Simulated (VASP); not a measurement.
# SnO2 (Cm) in VASP: single point with PBE+D3(BJ)

Aim: the single point of SnO2 with PBE+D3(BJ).

Everything below comes from runs of VASP 6.6.1. Logs are shortened: lines on timing, memory, paths and dates and some standing lists are left out, and cuts for length are marked.

## (1) The cell of the first run

Symmetry: Cm, No. 8, monoclinic system. The conventional cell has a = 5.563 Å, b = 3.212 Å, c = 10.343 Å, α = 90.00°, β = 90.00°, γ = 90.00°. Sn (site symmetry m) has 5 O at 1.75 to 2.20 Å within 2.3 Å. Sn (site symmetry m) has 6 O at 2.11 Å within 2.8 Å. Within 2.8 Å of O (site symmetry m) lie 3 Sn at 2.09 to 2.47 Å and 3 O at 2.75 Å. Within 2.8 Å of O (site symmetry m) lie 3 Sn at 2.11 Å and 3 O at 2.75 Å. O (site symmetry m) has 3 Sn at 1.75 to 2.20 Å within 2.3 Å. O (site symmetry m) has 3 Sn at 2.11 Å and 3 O at 2.75 Å within 2.8 Å.

## (2) Single point, PBE+D3(BJ) (atom 1 (Sn) moved -0.360 Å towards its neighbour atom 3 (O) at 2.114 Å)

Contents of INCAR:

```
SYSTEM = SnO2
PREC     = Accurate       ! precision mode
ENCUT    = 520            ! plane-wave cutoff, eV
EDIFF    = 1E-7           ! SCF threshold, eV
ISMEAR   = 0              ! smearing method
SIGMA    = 0.05           ! smearing width, eV
LREAL    = .FALSE.        ! projectors in reciprocal space
LASPH    = .TRUE.         ! aspherical terms in the spheres
NELM     = 100            ! most SCF steps
ALGO     = Normal         ! electronic algorithm
ISIF     = 2              ! what is computed and relaxed
LWAVE    = .FALSE.        ! write WAVECAR
LCHARG   = .FALSE.        ! write CHGCAR
GGA      = PE             ! functional
IVDW     = 12             ! dispersion correction
NBANDS   = 35             ! bands
```

Contents of KPOINTS:

```
regular mesh
0
G
  12 12 4
  0 0 0
```

Contents of POSCAR:

```
SnO2
1.0
    3.2115702651      0.0000000000      0.0000000000
   -1.6057851326      2.7813014356      0.0000000000
    0.0000000000      0.0000000000     10.3427560363
Sn O
2 4
Direct
    0.0567693359      0.1135386717      0.5167128904
    0.0000000000      0.0000000000      0.0000000000
    0.6666666667      0.3333333333      0.4018666787
    0.6666666667      0.3333333333      0.0981333213
    0.3333333333      0.6666666667      0.5981333213
    0.3333333333      0.6666666667      0.9018666787
```

Potentials or basis: VASP PAW PBE potentials, release 64 (Sn_d, O).

Command:

```bash
$ cat potpaw_PBE.64/Sn_d/POTCAR potpaw_PBE.64/O/POTCAR > POTCAR
$ mpirun -np 1 vasp_std > vasp.out
```

OUTCAR:

```text
SYSTEM = SnO2
   PREC = Accurate
   ENCUT = 520
   EDIFF = 1E-7
   ISMEAR = 0
   LREAL = .FALSE.
   LASPH = .TRUE.
   NELM = 100
   ISIF = 2
   GGA = PE
   IVDW = 12
 IVDW          = 12

 ion  position               nearest neighbor table
   1  0.057  0.114  0.517-   5 1.75   3 2.09   3 2.09   5 2.20   5 2.20   3 2.47
   2  0.000  0.000  0.000-   4 2.11   6 2.11   4 2.11   6 2.11   4 2.11   6 2.11
   3  0.667  0.333  0.402-   1 2.09   1 2.09   1 2.47
   4  0.667  0.333  0.098-   2 2.11   2 2.11   2 2.11
   5  0.333  0.667  0.598-   1 1.75   1 2.20   1 2.20
   6  0.333  0.667  0.902-   2 2.11   2 2.11   2 2.11

  LATTYP: Found a hexagonal cell.
 ALAT       =     3.2115702651
 C/A-ratio  =     3.2204669936

  Lattice vectors:

 A1 = (   3.2115702651,   0.0000000000,   0.0000000000)
 A2 = (  -1.6057851326,   2.7813014356,   0.0000000000)
 A3 = (   0.0000000000,   0.0000000000,  10.3427560363)

Analysis of symmetry for initial positions (statically):
=====================================================================
 Subroutine PRICEL returns:
 Original cell was already a primitive cell.

 Routine SETGRP: Setting up the symmetry group for a
 hexagonal supercell.

 Subroutine GETGRP returns: Found  2 space group operations
 (whereof  2 operations were pure point group operations)
 out of a pool of 24 trial point group operations.

The static configuration has the point symmetry C_1h.

Analysis of symmetry for dynamics (positions and initial velocities):
=====================================================================
 Subroutine PRICEL returns:
 Original cell was already a primitive cell.

 Routine SETGRP: Setting up the symmetry group for a
 hexagonal supercell.

 Subroutine GETGRP returns: Found  2 space group operations
 (whereof  2 operations were pure point group operations)
 out of a pool of 24 trial point group operations.

The dynamic configuration has the point symmetry C_1h.

 Subroutine INISYM returns: Found  2 space group operations
 (whereof  2 operations are pure point group operations),
 and found     1 'primitive' translations

----------------------------------------------------------------------------------------

                                     Primitive cell

  volume of cell :      92.3851

  direct lattice vectors                    reciprocal lattice vectors
     3.211570265  0.000000000  0.000000000     0.311374162  0.179771956  0.000000000
    -1.605785133  2.781301436  0.000000000     0.000000000  0.359543913  0.000000000
     0.000000000  0.000000000 10.342756036     0.000000000  0.000000000  0.096686028

  length of vectors
     3.211570265  3.211570265 10.342756036     0.359543913  0.359543913  0.096686028

  position of ions in fractional coordinates (direct lattice)
     0.056769336  0.113538672  0.516712890
     0.000000000  0.000000000  0.000000000
     0.666666667  0.333333333  0.401866679
     0.666666667  0.333333333  0.098133321
     0.333333333  0.666666667  0.598133321
     0.333333333  0.666666667  0.901866679

  ion indices of the primitive-cell ions
   primitive index   ion index
                 1           1
                 2           2
                 3           3
                 4           4
                 5           5
                 6           6

----------------------------------------------------------------------------------------

 KPOINTS: regular mesh

Automatic generation of k-mesh.
 Grid dimensions read from file:
 generate k-points for:   12   12    4

 Generating k-lattice:

  Cartesian coordinates                     Fractional coordinates (reciprocal lattice)
     0.025947847  0.014980996  0.000000000     0.083333333  0.000000000  0.000000000
     0.000000000  0.029961993  0.000000000     0.000000000  0.083333333  0.000000000
     0.000000000  0.000000000  0.024171507     0.000000000  0.000000000  0.250000000

  Length of vectors
     0.029961993  0.029961993  0.024171507

  Shift w.r.t. Gamma in fractional coordinates (k-lattice)
     0.000000000  0.000000000  0.000000000

 Subroutine IBZKPT returns following result:
 ===========================================

 Found    164 irreducible k-points:

 Following reciprocal coordinates:
            Coordinates               Weight
  0.000000  0.000000  0.000000      1.000000
  0.083333  0.000000  0.000000      4.000000
  0.000000  0.083333  0.000000      2.000000
  0.166667  0.000000  0.000000      4.000000
  0.000000  0.166667  0.000000      2.000000
  0.250000  0.000000  0.000000      4.000000
[... 16 lines left out ...]
 -0.083333  0.416667  0.000000      4.000000
 -0.416667  0.333333  0.000000      4.000000
 [... further k-points ...]
   k-points           NKPTS =    164   k-points in BZ     NKDIM =    164   number of bands    NBANDS=     35
   number of dos      NEDOS =    301   number of ions     NIONS =      6
   total plane-waves  NPLWV =  46080
   dimension x,y,z NGX =    24 NGY =   24 NGZ =   80
   dimension x,y,z NGXF=    48 NGYF=   48 NGZF=  160
   ions per type =               2   4
   NGX,Y,Z   is equivalent  to a cutoff of  12.42, 12.42, 12.86 a.u.
   NGXF,Y,Z  is equivalent  to a cutoff of  24.85, 24.85, 25.72 a.u.
 SYSTEM =  SnO2
   PREC   = accura    normal or accurate (medium, high low for compatibility)
   ISTART =      0    job   : 0-new  1-cont  2-samecut
   ICHARG =      2    charge: 1-file 2-atom 10-const
   ISPIN  =      1    spin polarized calculation?
   LNONCOLLINEAR =      F non collinear calculations
   LSORBIT =      F    spin-orbit coupling
   LASPH  =      T    aspherical Exc in radial PAW
   ENCUT  =  520.0 eV  38.22 Ry    6.18 a.u.   5.97  5.97 19.23*2*pi/ulx,y,z
   NELM   =    100;   NELMIN=  2; NELMDL= -5     # of ELM steps
   EDIFF  = 0.1E-06   stopping-criterion for ELM
   LREAL  =      F    real-space projection
   EDIFFG = 0.1E-05   stopping-criterion for IOM
   NSW    =      0    number of steps for IOM
   IBRION =     -1    ionic relax: 0-MD 1-quasi-New 2-CG
   NFREE  =      0    steps in history (QN), initial steepest desc. (CG)
   ISIF   =      2    stress and relaxation
   ISYM   =      2    0-nonsym 1-usesym 2-fastsym
   POTIM  = 0.5000    time-step for ionic-motion
   TEBEG  =    0.0;   TEEND  =   0.0 temperature during run
   PSTRESS=    0.0 pullay stress
   NELECT =      52.0000    total number of electrons
   NUPDOWN=      -1.0000    fix difference up-down
   EMIN   =  10.00;   EMAX   =-10.00  energy-range for DOS
   EFERMI =   0.00;   METHOD = LEGACY
   ISMEAR =     0;   SIGMA  =   0.05  broadening in eV -4-tet -1-fermi 0-gaus
   EFERMI_NEDOS =   21; number of points for ismear=-14 and -15
   IALGO  =     38    algorithm
   IMIX   =      4    mixing-type and parameters
     AMIX     =   0.40;   BMIX     =  1.00
     AMIX_MAG =   1.60;   BMIX_MAG =  1.00
  volume/ion in A,a.u.               =      15.40       103.91
  Fermi-wavevector in a.u.,A,eV,Ry     =   1.351685  2.554313 24.858540  1.827051
  Thomas-Fermi vector in A             =   2.479086
   LORBIT       =      0    0 simple, 1 ext, 2 COOP (PROOUT), +10 PAW based schemes
   GGA     = PE    functional components
   LHFCALC =     F    Hartree Fock is set to
   AEXX    =    0.0000 exact exchange contribution
   IVDW    =    12    specifies the selected vdW correction
   LEPSILON=     F    determine dielectric tensor
   LRPA    =     F    only Hartree local field effects (RPA)
 non-spin polarized calculation
 Gauss-broadening in eV      SIGMA  =   0.05
  energy-cutoff  :      520.00
  volume of cell :       92.39
 maximum number of plane-waves:      2520
   NGX = 11   NGY = 11   NGZ = 39

 number of electron      52.0000001 magnetization

 Free energy of the ion-electron system (eV)
  ---------------------------------------------------
  ext. energy  EPLUGINS =         0.00000000
  ---------------------------------------------------
  free energy    TOTEN  =       -34.90154025 eV

  energy without entropy =      -34.90154025  energy(sigma->0) =      -34.90154025

 E-fermi :   3.2322     XC(G=0):  -9.5098

 val. band max:        2.9228076387   @ k =   0.0000   0.0000   0.0000
 cond. band min:       4.6614743097   @ k =   0.0000   0.0000   0.0000
 fundamental gap:      1.7386666710
 Fermi energy:         3.2322057396

 k-point     1 :       0.0000    0.0000    0.0000
  band No.  band energies     occupation
      1     -18.3438      2.00000
      2     -17.4540      2.00000
      3     -17.2339      2.00000
      4     -17.2248      2.00000
      5     -17.2248      2.00000
      6     -17.1666      2.00000
[... 27 lines left out ...]
     34      13.8647      0.00000
     35      13.8815      0.00000

 k-point     2 :       0.0833    0.0000    0.0000
  band No.  band energies     occupation
      1     -18.3530      2.00000
      2     -17.4266      2.00000
      3     -17.2816      2.00000
      4     -17.2178      2.00000
      5     -17.2095      2.00000
      6     -17.1699      2.00000
[... 27 lines left out ...]
     34      13.9871      0.00000
     35      14.2121      0.00000

 k-point     3 :       0.0000    0.0833    0.0000
  band No.  band energies     occupation
      1     -18.3613      2.00000
      2     -17.4266      2.00000
      3     -17.2816      2.00000
      4     -17.2260      2.00000
      5     -17.2095      2.00000
      6     -17.1480      2.00000
[... 27 lines left out ...]
     34      13.9292      0.00000
     35      14.0107      0.00000
[... 723 lines left out ...]
 k-point    23 :      -0.0833    0.4167    0.0000
  band No.  band energies     occupation
      1     -18.6444      2.00000
      2     -17.9202      2.00000
      3     -17.2050      2.00000
      4     -17.1537      2.00000
      5     -17.1515      2.00000
      6     -17.0684      2.00000
[... 27 lines left out ...]
     34      14.4590      0.00000
     35      14.7190      0.00000

 k-point    24 :      -0.4167    0.3333    0.0000
  band No.  band energies     occupation
      1     -18.5084      2.00000
      2     -17.9202      2.00000
      3     -17.3737      2.00000
      4     -17.2050      2.00000
      5     -17.1538      2.00000
      6     -17.1324      2.00000
[... 27 lines left out ...]
     34      14.4635      0.00000
     35      14.7652      0.00000

 [... further k-points ...]

------------------------ aborting loop because EDIFF is reached ----------------------------------------

 Edisp (eV)   -0.98789

 E8    (eV) :    -0.3870

  FORCE on cell =-STRESS in cart. coord.  units (eV):
  Direction    XX          YY          ZZ          XY          YZ          ZX
  --------------------------------------------------------------------------------------
  -------------------------------------------------------------------------------------
  Total       0.23232     9.86438     2.25162    -0.00000     5.34015    -0.00000
  in kB       4.02893   171.07187    39.04847    -0.00000    92.61096    -0.00000
  external pressure =       71.38 kB  Pullay stress =        0.00 kB

 VOLUME and BASIS-vectors are now :
 -----------------------------------------------------------------------------
  energy-cutoff  :      520.00
  volume of cell :       92.39
      direct lattice vectors                 reciprocal lattice vectors
     3.211570265  0.000000000  0.000000000     0.311374162  0.179771956  0.000000000
    -1.605785133  2.781301436  0.000000000     0.000000000  0.359543913  0.000000000
     0.000000000  0.000000000 10.342756036     0.000000000  0.000000000  0.096686028

 POSITION                                       TOTAL-FORCE (eV/Angst)
 -----------------------------------------------------------------------------------
      0.00000      0.31579      5.34424         0.000000     -7.802341     -5.963022
      0.00000      0.00000      0.00000         0.000000     -0.002318      0.434404
      1.60579      0.92710      4.15641        -0.000000      0.600424      1.312380
      1.60579      0.92710      1.01497        -0.000000      0.000347     -0.146060
     -0.00000      1.85420      6.18635        -0.000000      7.205443      4.621227
     -0.00000      1.85420      9.32779         0.000000     -0.001555     -0.258929
 -----------------------------------------------------------------------------------
    total drift:                                0.000001     -0.000415     -0.000514

  FREE ENERGIE OF THE ION-ELECTRON SYSTEM (eV)
  ---------------------------------------------------
  free  energy   TOTEN  =       -35.8894259666 eV

  energy  without entropy=      -35.8894259666  energy(sigma->0) =      -35.88942597
```

Wall time 6.7 min (1 thread of Intel Xeon Platinum 8375C at 2.90GHz (Ice Lake), shared host); peak memory 0.5 GiB.

Results:

| Property | Result |
| --- | --- |
| Free energy | -35.8894 eV |
| Pressure | 7.1 GPa |
| Largest force | 9.820 eV/Å |
| Band gap on the k mesh | 1.74 eV, direct |
| Dispersion energy per atom | -0.165 eV |

Forces in eV/Å, atoms in the order of the input:
```
Sn   0.000 -7.802 -5.963
Sn   0.000 -0.002  0.434
O    0.000  0.600  1.312
O    0.000  0.000 -0.146
O    0.000  7.205  4.621
O    0.000 -0.002 -0.259
```

Stress tensor (GPa, compression positive):
```
 0.40  0.00  0.00
 0.00 17.11  9.26
 0.00  9.26  3.90
```

Caveat: the cell differs from its parent crystal (atom 1 (Sn) moved -0.360 Å towards its neighbour atom 3 (O) at 2.114 Å); spin-orbit coupling is left out, which moves the levels of the heavy elements; forces of over 1 eV/Å act on the atoms, so gaps and moduli don't describe the material at rest. A k mesh can miss the band edges.
